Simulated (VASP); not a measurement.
# ZnIn2Cl4 (I4/mmm) in VASP: single point with PBE

Aim: the single point of ZnIn2Cl4 with PBE.

Everything below comes from runs of VASP 6.6.1. Logs are shortened: lines on timing, memory, paths and dates and some standing lists are left out, and cuts for length are marked.

**1. The cell of the first run**

It takes space group I4/mmm (No. 139, tetragonal). Conventional cell: a = 5.069 Å, b = 5.069 Å, c = 15.539 Å, α = 90.00°, β = 90.00°, γ = 90.00°. Zn (site symmetry 4/mmm) has 6 Cl at 2.39 to 2.53 Å within 3.2 Å. Within 4.3 Å of In (site symmetry 4mm) lie 9 Cl at 3.24 to 3.59 Å and 4 Zn at 4.18 Å and 1 In at 4.29 Å. Cl (site symmetry 4mm) has 1 Zn at 2.39 Å and 1 In at 3.24 Å within 3.3 Å. Within 3.6 Å of Cl (site symmetry mmm) lie 2 Zn at 2.53 Å and 4 In at 3.32 Å and 8 Cl at 3.48 to 3.58 Å.

**2. Single point, PBE**

Input file INCAR:

```
PREC = Accurate
ENCUT = 520
EDIFF = 1E-6
ISMEAR = 0
SIGMA = 0.1
LREAL = F
LASPH = T
NELM = 80
ALGO = Normal
ISIF = 2
LWAVE = F
LCHARG = F
GGA = PE
NBANDS = 42
```

Input file KPOINTS:

```
regular mesh
0
Gamma
  6 6 6
```

Input file POSCAR:

```
ZnIn2Cl4
1.0
   -2.5343711000      2.5343711000      7.7693203000
    2.5343711000     -2.5343711000      7.7693203000
    2.5343711000      2.5343711000     -7.7693203000
Zn In Cl
1 2 4
Direct
    0.0000000000      0.0000000000      0.0000000000
    0.3618850000      0.3618850000      0.0000000000
    0.6381150000      0.6381150000      0.0000000000
    0.8464350000      0.8464350000      0.0000000000
    0.0000000000      0.5000000000      0.5000000000
    0.5000000000      0.0000000000      0.5000000000
    0.1535650000      0.1535650000      0.0000000000
```

Potentials or basis: VASP PAW PBE potentials, release 64 (Zn, In_d, Cl).

On the command line:

```bash
> cat potpaw_PBE.64/Zn/POTCAR potpaw_PBE.64/In_d/POTCAR potpaw_PBE.64/Cl/POTCAR > POTCAR
> mpirun -np 1 vasp_std > vasp.out
```

OUTCAR:

```text
PREC = Accurate
   ENCUT = 520
   EDIFF = 1E-6
   ISMEAR = 0
   LREAL = F
   LASPH = T
   NELM = 80
   ISIF = 2
   GGA = PE

 ion  position               nearest neighbor table
   1  0.000  0.000  0.000-   4 2.39   7 2.39   6 2.53   5 2.53   5 2.53   6 2.53
   2  0.362  0.362  0.000-   7 3.24   6 3.32   5 3.32   5 3.32   6 3.32
   3  0.638  0.638  0.000-   4 3.24   6 3.32   5 3.32   5 3.32   6 3.32
   4  0.846  0.846  0.000-   1 2.39   3 3.24
   5  0.000  0.500  0.500-   1 2.53   1 2.53   3 3.32   2 3.32   2 3.32   3 3.32
   6  0.500  0.000  0.500-   1 2.53   1 2.53   2 3.32   3 3.32   2 3.32   3 3.32
   7  0.154  0.154  0.000-   1 2.39   2 3.24

  LATTYP: Found a body centered tetragonal cell.
 ALAT       =     5.0687422000
 C/A-ratio  =     3.0655811613

  Lattice vectors:

 A1 = (  -2.5343711000,   2.5343711000,   7.7693203000)
 A2 = (   2.5343711000,  -2.5343711000,   7.7693203000)
 A3 = (   2.5343711000,   2.5343711000,  -7.7693203000)

Analysis of symmetry for initial positions (statically):
=====================================================================
 Subroutine PRICEL returns:
 Original cell was already a primitive cell.

 Routine SETGRP: Setting up the symmetry group for a
 body centered tetragonal supercell.

 Subroutine GETGRP returns: Found 16 space group operations
 (whereof 16 operations were pure point group operations)
 out of a pool of 16 trial point group operations.

The static configuration has the point symmetry D_4h.

Analysis of symmetry for dynamics (positions and initial velocities):
=====================================================================
 Subroutine PRICEL returns:
 Original cell was already a primitive cell.

 Routine SETGRP: Setting up the symmetry group for a
 body centered tetragonal supercell.

 Subroutine GETGRP returns: Found 16 space group operations
 (whereof 16 operations were pure point group operations)
 out of a pool of 16 trial point group operations.

The dynamic configuration has the point symmetry D_4h.

 Subroutine INISYM returns: Found 16 space group operations
 (whereof 16 operations are pure point group operations),
 and found     1 'primitive' translations

----------------------------------------------------------------------------------------

                                     Primitive cell

  volume of cell :     199.6105

  direct lattice vectors                    reciprocal lattice vectors
    -2.534371100  2.534371100  7.769320300     0.000000000  0.197287603  0.064355694
     2.534371100 -2.534371100  7.769320300     0.197287603  0.000000000  0.064355694
     2.534371100  2.534371100 -7.769320300     0.197287603  0.197287603  0.000000000

  length of vectors
     8.556191423  8.556191423  8.556191423     0.207518803  0.207518803  0.279006804

  position of ions in fractional coordinates (direct lattice)
     0.000000000  0.000000000  0.000000000
     0.361885000  0.361885000  0.000000000
     0.638115000  0.638115000  0.000000000
     0.846435000  0.846435000  0.000000000
     0.000000000  0.500000000  0.500000000
     0.500000000  0.000000000  0.500000000
     0.153565000  0.153565000  0.000000000

  ion indices of the primitive-cell ions
   primitive index   ion index
                 1           1
                 2           2
                 3           3
                 4           4
                 5           5
                 6           6
                 7           7

----------------------------------------------------------------------------------------

 KPOINTS: regular mesh

Automatic generation of k-mesh.
 Grid dimensions read from file:
 generate k-points for:    6    6    6

 Generating k-lattice:

  Cartesian coordinates                     Fractional coordinates (reciprocal lattice)
     0.000000000  0.032881267  0.010725949     0.166666667  0.000000000 -0.000000000
     0.032881267  0.000000000  0.010725949     0.000000000  0.166666667 -0.000000000
     0.032881267  0.032881267  0.000000000     0.000000000  0.000000000  0.166666667

  Length of vectors
     0.034586467  0.034586467  0.046501134

  Shift w.r.t. Gamma in fractional coordinates (k-lattice)
     0.000000000  0.000000000  0.000000000

 Subroutine IBZKPT returns following result:
 ===========================================

 Found     30 irreducible k-points:

 Following reciprocal coordinates:
            Coordinates               Weight
  0.000000  0.000000  0.000000      1.000000
  0.166667  0.000000 -0.000000      8.000000
  0.333333  0.000000 -0.000000      8.000000
  0.500000  0.000000  0.000000      4.000000
  0.166667  0.166667 -0.000000      8.000000
  0.333333  0.166667 -0.000000     16.000000
[... 16 lines left out ...]
 -0.333333 -0.333333  0.166667      8.000000
 -0.166667 -0.333333  0.166667      8.000000
 [... further k-points ...]
   k-points           NKPTS =     30   k-points in BZ     NKDIM =     30   number of bands    NBANDS=     42
   number of dos      NEDOS =    301   number of ions     NIONS =      7
   total plane-waves  NPLWV = 262144
   dimension x,y,z NGX =    64 NGY =   64 NGZ =   64
   dimension x,y,z NGXF=   128 NGYF=  128 NGZF=  128
   ions per type =               1   2   4
   NGX,Y,Z   is equivalent  to a cutoff of  12.44, 12.44, 12.44 a.u.
   NGXF,Y,Z  is equivalent  to a cutoff of  24.87, 24.87, 24.87 a.u.
 SYSTEM =  unknown system
   PREC   = accura    normal or accurate (medium, high low for compatibility)
   ISTART =      0    job   : 0-new  1-cont  2-samecut
   ICHARG =      2    charge: 1-file 2-atom 10-const
   ISPIN  =      1    spin polarized calculation?
   LNONCOLLINEAR =      F non collinear calculations
   LSORBIT =      F    spin-orbit coupling
   LASPH  =      T    aspherical Exc in radial PAW
   ENCUT  =  520.0 eV  38.22 Ry    6.18 a.u.  15.91 15.91 15.91*2*pi/ulx,y,z
   NELM   =     80;   NELMIN=  2; NELMDL= -5     # of ELM steps
   EDIFF  = 0.1E-05   stopping-criterion for ELM
   LREAL  =      F    real-space projection
   EDIFFG = 0.1E-04   stopping-criterion for IOM
   NSW    =      0    number of steps for IOM
   IBRION =     -1    ionic relax: 0-MD 1-quasi-New 2-CG
   NFREE  =      0    steps in history (QN), initial steepest desc. (CG)
   ISIF   =      2    stress and relaxation
   ISYM   =      2    0-nonsym 1-usesym 2-fastsym
   POTIM  = 0.5000    time-step for ionic-motion
   TEBEG  =    0.0;   TEEND  =   0.0 temperature during run
   PSTRESS=    0.0 pullay stress
   NELECT =      66.0000    total number of electrons
   NUPDOWN=      -1.0000    fix difference up-down
   EMIN   =  10.00;   EMAX   =-10.00  energy-range for DOS
   EFERMI =   0.00;   METHOD = LEGACY
   ISMEAR =     0;   SIGMA  =   0.10  broadening in eV -4-tet -1-fermi 0-gaus
   EFERMI_NEDOS =   21; number of points for ismear=-14 and -15
   IALGO  =     38    algorithm
   IMIX   =      4    mixing-type and parameters
     AMIX     =   0.40;   BMIX     =  1.00
     AMIX_MAG =   1.60;   BMIX_MAG =  1.00
  volume/ion in A,a.u.               =      28.52       192.43
  Fermi-wavevector in a.u.,A,eV,Ry     =   1.132040  2.139245 17.436056  1.281514
  Thomas-Fermi vector in A             =   2.268740
   LORBIT       =      0    0 simple, 1 ext, 2 COOP (PROOUT), +10 PAW based schemes
   GGA     = PE    functional components
   LHFCALC =     F    Hartree Fock is set to
   AEXX    =    0.0000 exact exchange contribution
   IVDW    =     0    specifies the selected vdW correction
   LEPSILON=     F    determine dielectric tensor
   LRPA    =     F    only Hartree local field effects (RPA)
 non-spin polarized calculation
 Gauss-broadening in eV      SIGMA  =   0.10
  energy-cutoff  :      520.00
  volume of cell :      199.61
 maximum number of plane-waves:      5424
   NGX = 31   NGY = 31   NGZ = 31

 number of electron      66.0000002 magnetization

 Free energy of the ion-electron system (eV)
  ---------------------------------------------------
  ext. energy  EPLUGINS =         0.00000000
  ---------------------------------------------------
  free energy    TOTEN  =       -19.95430459 eV

  energy without entropy =      -19.95430459  energy(sigma->0) =      -19.95430459

 E-fermi :   1.6853     XC(G=0):  -8.3583

 val. band max:        1.2867762798   @ k =   0.5000   0.5000   0.5000
 cond. band min:       3.4045430627   @ k =   0.0000   0.0000   0.0000
 fundamental gap:      2.1177667829
 Fermi energy:         1.6852943471

 k-point     1 :       0.0000    0.0000    0.0000
  band No.  band energies     occupation
      1     -13.2489      2.00000
      2     -12.5540      2.00000
      3     -12.3156      2.00000
      4     -12.2278      2.00000
      5     -11.6227      2.00000
      6     -11.6200      2.00000
[... 34 lines left out ...]
     41       8.7172      0.00000
     42       9.2205      0.00000

 k-point     2 :       0.1667    0.0000   -0.0000
  band No.  band energies     occupation
      1     -13.1985      2.00000
      2     -12.5868      2.00000
      3     -12.3109      2.00000
      4     -12.2355      2.00000
      5     -11.6226      2.00000
      6     -11.6187      2.00000
[... 34 lines left out ...]
     41       8.8358      0.00000
     42       9.5842      0.00000

 k-point     3 :       0.3333    0.0000   -0.0000
  band No.  band energies     occupation
      1     -13.0675      2.00000
      2     -12.6833      2.00000
      3     -12.3012      2.00000
      4     -12.2501      2.00000
      5     -11.6192      2.00000
      6     -11.6182      2.00000
[... 897 lines left out ...]
      4     -12.2539      2.00000
      5     -11.6200      2.00000
      6     -11.6169      2.00000
[... 34 lines left out ...]
     41       9.2442      0.00000
     42       9.6001      0.00000

 k-point    24 :      -0.1667   -0.3333    0.1667
  band No.  band energies     occupation
      1     -13.1947      2.00000
      2     -12.5869      2.00000
      3     -12.3145      2.00000
      4     -12.2401      2.00000
      5     -11.6198      2.00000
      6     -11.6185      2.00000
[... 34 lines left out ...]
     41       8.7647      0.00000
     42       9.6115      0.00000

 [... further k-points ...]

------------------------ aborting loop because EDIFF is reached ----------------------------------------

  FORCE on cell =-STRESS in cart. coord.  units (eV):
  Direction    XX          YY          ZZ          XY          YZ          ZX
  --------------------------------------------------------------------------------------
  -------------------------------------------------------------------------------------
  Total       -0.0485375     -0.0485375     -0.0124679      0.0000000      0.0000000      0.0000000
  in kB       -0.3895873     -0.3895873     -0.1000736      0.0000000      0.0000000      0.0000000
  external PRESSURE =      -0.2930828 kB  Pullay stress =       0.0000000 kB

 VOLUME and BASIS-vectors are now :
 -----------------------------------------------------------------------------
  energy-cutoff  :      520.00
  volume of cell :      199.61
      direct lattice vectors                 reciprocal lattice vectors
    -2.534371100  2.534371100  7.769320300     0.000000000  0.197287603  0.064355694
     2.534371100 -2.534371100  7.769320300     0.197287603  0.000000000  0.064355694
     2.534371100  2.534371100 -7.769320300     0.197287603  0.197287603  0.000000000

 POSITION                                       TOTAL-FORCE (eV/Angst)
 -----------------------------------------------------------------------------------
      0.00000      0.00000      0.00000         0.000000      0.000000      0.000000
      0.00000      0.00000      5.62320         0.000000      0.000000      0.000372
      0.00000      0.00000      9.91544         0.000000      0.000000     -0.000372
      0.00000      0.00000     13.15245        -0.000000     -0.000000     -0.012083
      2.53437      0.00000      0.00000         0.000000      0.000000      0.000000
      0.00000      2.53437      0.00000         0.000000      0.000000     -0.000000
      0.00000      0.00000      2.38619        -0.000000     -0.000000      0.012083
 -----------------------------------------------------------------------------------
    total drift:                               -0.000000     -0.000000      0.000000

  FREE ENERGIE OF THE ION-ELECTRON SYSTEM (eV)
  ---------------------------------------------------
  free  energy   TOTEN  =       -19.9543045930 eV

  energy  without entropy=      -19.9543045929  energy(sigma->0) =      -19.95430459
```

Wall time 9.1 min (1 thread of Intel Xeon Platinum 8259CL at 2.50GHz (Skylake/Cascade Lake), shared host); peak memory 0.65 GiB.

What came out:

| Quantity | Value |
| --- | --- |
| Free energy | -19.9543 eV |
| Pressure | 0.0 GPa |
| Largest force | 0.012 eV/Å |
| Band gap on the k mesh | 2.12 eV (least direct gap 2.58 eV) |

Forces in eV/Å, atoms in the order of the input:
```
Zn   0.000  0.000  0.000
In   0.000  0.000  0.000
In   0.000  0.000  0.000
Cl   0.000  0.000 -0.012
Cl   0.000  0.000  0.000
Cl   0.000  0.000  0.000
Cl   0.000  0.000  0.012
```

Caveat: spin-orbit coupling is left out, which moves the levels of the heavy elements.
